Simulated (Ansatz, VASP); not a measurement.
**Two plane-wave programs on InP**

```
CELL_PARAMETERS angstrom
0.00000 2.74214 2.74214
2.74214 0.00000 2.74214
2.74214 2.74214 0.00000
ATOMIC_POSITIONS crystal
In 0.00000 0.00000 0.00000
P 0.25000 0.25000 0.25000
```

Alike in both runs: task single point; functional r2SCAN; k mesh 8 × 8 × 8; occupations gaussian, width 0.02 eV; no spin polarisation.

```csv
,VASP,Ansatz
version,VASP 6.6.1,Ansatz 0.2.0
potentials or method,"VASP PAW PBE potentials, release 64 (In_d, P), cutoff 520 eV","scalar-relativistic, plane waves, PAW"
valence electrons in the cell,18,18
```

```csv
,VASP,Ansatz,Ansatz less VASP
gap on the k mesh at the Fermi level (eV),1.61,1.61,-0.001
least direct gap on the mesh (eV),2.28,2.27,-0.012
pressure (GPa),24.7,25.0,+0.24
```

VASP's potentials were made for PBE, not for r2SCAN.
